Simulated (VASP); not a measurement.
# Ag (Fm-3m) in VASP: a series of runs, part 2 of 2

VASP 6.6.1. The steps go on from the part before.

### 5 Single point, revPBE, non-collinear spin, zero start, spin-orbit coupling

This run uses another cell than the first one, of 18.43 Å³/atom, 0.962 times its volume.

The input, INCAR:

```
PREC     = Accurate       # precision mode
ENCUT    = 520            # plane-wave cutoff, eV
EDIFF    = 1E-7           # SCF threshold, eV
ISMEAR   = -1             # smearing method
SIGMA    = 0.1            # smearing width, eV
LREAL    = F              # projectors in reciprocal space
LASPH    = T              # aspherical terms in the spheres
NELM     = 150            # most SCF steps
ALGO     = Normal         # electronic algorithm
ISIF     = 2              # what is computed and relaxed
LWAVE    = F              # write WAVECAR
LCHARG   = F              # write CHGCAR
MAGMOM   = 0 0 0          # initial moments
LORBIT   = 11             # projections on sites
LSORBIT  = T              # spin-orbit coupling
GGA_COMPAT= F            
LORBMOM  = T            
LMAXMIX  = 4              # l up to which the mixer works
GGA      = RE             # functional
NBANDS   = 22             # bands
```

The input, KPOINTS:

```
Automatic mesh
0
Gamma
  13 13 13
```

The input, POSCAR:

```
Ag
1.0
    0.0000000000      2.0965977525      2.0965977525
    2.0965977525      0.0000000000      2.0965977525
    2.0965977525      2.0965977525      0.0000000000
Ag
1
Direct
    0.0000000000      0.0000000000      0.0000000000
```

Potentials or basis: VASP PAW PBE potentials, release 64 (Ag).

On the command line:

```console
$ cat potpaw_PBE.64/Ag/POTCAR > POTCAR
$ mpirun -np 1 vasp_ncl > vasp.out
```

OUTCAR:

```text
PREC = Accurate
   ENCUT = 520
   EDIFF = 1E-7
   ISMEAR = -1
   LREAL = F
   LASPH = T
   NELM = 150
   ISIF = 2
   LORBIT = 11
   LSORBIT = T
   GGA = RE

 ion  position               nearest neighbor table
   1  0.000  0.000  0.000-

  LATTYP: Found a face centered cubic cell.
 ALAT       =     4.1931955050

  Lattice vectors:

 A1 = (   0.0000000000,   2.0965977525,   2.0965977525)
 A2 = (   2.0965977525,   0.0000000000,   2.0965977525)
 A3 = (   2.0965977525,   2.0965977525,   0.0000000000)

Analysis of symmetry for initial positions (statically):
=====================================================================
 Subroutine PRICEL returns:
 Original cell was already a primitive cell.

 Routine SETGRP: Setting up the symmetry group for a
[... 845 lines left out ...]
            0.000   0.000   0.000

 Spin-Orbit-Coupling matrix elements

 Ion:    1  E_soc:     -0.0520669
 l=   1
     0.0000000    -0.0017281    -0.0017281
    -0.0017281     0.0000000    -0.0017281
    -0.0017281    -0.0017281     0.0000000
 l=   2
     0.0000000    -0.0014703     0.0000000    -0.0014703    -0.0054794
    -0.0014703     0.0000000    -0.0041096    -0.0014703    -0.0013699
     0.0000000    -0.0041096     0.0000000    -0.0041096     0.0000000
    -0.0014703    -0.0014703    -0.0041096     0.0000000    -0.0013699
    -0.0054794    -0.0013699     0.0000000    -0.0013699     0.0000000
 l=   3
     0.0000000     0.0000000     0.0000000     0.0000000     0.0000000     0.0000000     0.0000000
     0.0000000     0.0000000     0.0000000     0.0000000     0.0000000     0.0000000     0.0000000
     0.0000000     0.0000000     0.0000000     0.0000000     0.0000000     0.0000000     0.0000000
     0.0000000     0.0000000     0.0000000     0.0000000     0.0000000     0.0000000     0.0000000
     0.0000000     0.0000000     0.0000000     0.0000000     0.0000000     0.0000000     0.0000000
     0.0000000     0.0000000     0.0000000     0.0000000     0.0000000     0.0000000     0.0000000
     0.0000000     0.0000000     0.0000000     0.0000000     0.0000000     0.0000000     0.0000000

 total charge

# of ion       s       p       d       tot
------------------------------------------
    1        0.399   0.254   9.160   9.813

 magnetization (x)

# of ion       s       p       d       tot
------------------------------------------
    1        0.000  -0.000   0.000  -0.000

 magnetization (y)

# of ion       s       p       d       tot
------------------------------------------
    1        0.000  -0.000   0.000  -0.000

 magnetization (z)

# of ion       s       p       d       tot
------------------------------------------
    1        0.000  -0.000   0.000  -0.000
```

OSZICAR:

```text
N       E                     dE             d eps       ncg     rms          rms(c)
DAV:   1     0.678952279549E+02    0.67895E+02   -0.55079E+03  3696   0.967E+02
DAV:   2    -0.938652680431E+00   -0.68834E+02   -0.63813E+02  4188   0.241E+02
DAV:   3    -0.251516306052E+01   -0.15765E+01   -0.15717E+01  4308   0.392E+01
DAV:   4    -0.252118743769E+01   -0.60244E-02   -0.60240E-02  4086   0.247E+00
DAV:   5    -0.252125180768E+01   -0.64370E-04   -0.64370E-04  4236   0.256E-01    0.426E+00
DAV:   6    -0.233178125265E+01    0.18947E+00   -0.37822E-01  4014   0.859E+00    0.296E+00
DAV:   7    -0.232743761673E+01    0.43436E-02   -0.59409E-03  4122   0.905E-01    0.171E+00
DAV:   8    -0.232590621495E+01    0.15314E-02   -0.76977E-04  4066   0.273E-01    0.355E-01
DAV:   9    -0.232592490700E+01   -0.18692E-04   -0.10495E-05  4180   0.253E-02    0.423E-02
DAV:  10    -0.232593507745E+01   -0.10170E-04   -0.39629E-06  4032   0.225E-02    0.271E-02
DAV:  11    -0.232593841199E+01   -0.33345E-05   -0.18985E-06  4012   0.148E-02    0.735E-04
DAV:  12    -0.232593833919E+01    0.72796E-07   -0.10446E-08  3168   0.951E-04
   1 F= -.23259383E+01 E0= -.23204447E+01  d E =-.109873E-01  mag=     0.0000    -0.0000    -0.0000
```

It took 98 s on 1 thread of Intel Xeon 6975P-C, shared host; peak memory 0.23 GiB.

Results:

| Property | Result |
| --- | --- |
| Free energy | -2.3259 eV |
| Pressure | -0.2 GPa |
| Net moment | 0.00 μB per cell |
| Valence electrons inside the program's atomic spheres | Ag 9.81 |

Moments on the atoms (μB; x, y, z):
```
Ag  0.00 0.00 0.00
```

Caveat: the PAW data sets were made with another functional, which shifts forces and pressure a little.

### 6 Single point, revPBE

This run uses another cell than the first one, of 18.43 Å³/atom, 0.962 times its volume.

The input, INCAR:

```
PREC = Accurate
ENCUT = 500
EDIFF = 1E-6
ISMEAR = -1
SIGMA = 0.1
LREAL = False
LASPH = True
NELM = 120
ALGO = Normal
ISIF = 2
LWAVE = False
LCHARG = False
GGA = RE
NBANDS = 12
GGA_COMPAT = False
```

The input, KPOINTS:

```
regular mesh
0
Gamma
  7 7 7
```

The input, POSCAR:

```
Ag
1.0
    0.0000000000      2.0965977528      2.0965977528
    2.0965977528      0.0000000000      2.0965977528
    2.0965977528      2.0965977528      0.0000000000
Ag
1
Direct
    0.0000000000      0.0000000000      0.0000000000
```

Potentials or basis: VASP PAW PBE potentials, release 64 (Ag).

On the command line:

```console
$ cat potpaw_PBE.64/Ag/POTCAR > POTCAR
$ mpirun -np 1 vasp_std > vasp.out
```

Run time: 4.3 s. Hardware: 1 thread of Intel Xeon 6975P-C, shared host; peak memory 0.14 GiB.

Results (log left out):

* Free energy: -2.3459 eV
* Pressure: -0.4 GPa

Levels at points of the mesh, in eV from the Fermi level:
| k point | band 2 | band 3 | band 4 | band 5 | band 6 | band 7 | band 8 | band 9 | band 10 | band 11 |
| --- | --- | --- | --- | --- | --- | --- | --- | --- | --- | --- |
| (0.00, 0.00, 0.00) | -4.99 | -4.99 | -4.99 | -4.10 | -4.10 | 15.39 | 18.54 | 18.54 | 18.54 | 23.11 |

Caveat: the k points lie up to 0.37 Å⁻¹ apart; the PAW data sets were made with another functional, which shifts forces and pressure a little.

### 7 Overview

| spin | cell | k mesh | cutoff (eV) | gap on the mesh (eV) | pressure (GPa) |
| --- | --- | --- | --- | --- | --- |
| off | a = 3.004 Å, angles 60.0°, 1 atom | 21 × 21 × 21 | 520 | none | -2.7 |
| off | a = 3.042 Å, angles 60.0°, 1 atom | 21 × 21 × 21 | 520 | none | -4.8 |
| off | a = 3.079 Å, angles 60.0°, 1 atom | 21 × 21 × 21 | 520 | none | -6.3 |
| non-collinear, zero start, SOC | a = 2.965 Å, angles 60.0°, 1 atom | 13 × 13 × 13 | 520 | - | -0.2 |
| off | a = 2.965 Å, angles 60.0°, 1 atom | 7 × 7 × 7 | 500 | none | -0.4 |

Alike in all rows: task single point; level revPBE; potentials or basis VASP PAW PBE potentials, release 64 (Ag); smearing fermi-dirac 0.1 eV.

Caveats: some runs use coarse meshes; the PAW data sets were made with another functional, which shifts forces and pressure a little.

Absolute energies hang on the potentials; compare differences alone.
